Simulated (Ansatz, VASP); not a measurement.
Ru: VASP beside Ansatz

```xyz
1
Lattice="2.6635 0.0000 0.0000 -1.3317 2.3066 0.0000 0.0000 0.0000 2.4482" Properties=species:S:1:pos:R:3 pbc="T T T"
Ru    0.0000    0.0000    0.0000
```

Change from the starting cell: volume scaled by 1, PAW files.

Alike in both runs: task single point; functional PBE; k mesh 17 × 17 × 15; occupations fermi-dirac, width 0.05 eV; no spin polarisation.

|  | VASP | Ansatz |
| --- | --- | --- |
| version | VASP 6.6.1 | Ansatz 0.2.0 |
| potentials or method | VASP PAW PBE potentials, release 64 (Ru_pv) | PAW with Ansatz's default frozen-core files, scalar-relativistic |
| plane-wave cutoff (eV) | 520 | 420 |
| valence electrons in the cell | 14 | 16 |

Ansatz gave:

| Item | Value |
| --- | --- |
| pressure (GPa) | 0.0 |
| traceless stress, the component that is largest in VASP (GPa) | 0.00 |

**Question.** Which values does VASP return?

**Answer.** Pressure (GPa): 0.0; traceless stress, the component that is largest in VASP (GPa): 0.19.

VASP's potentials hold 14 valence electrons a cell and Ansatz's 16, so a difference there can come from the potentials and not from the codes.
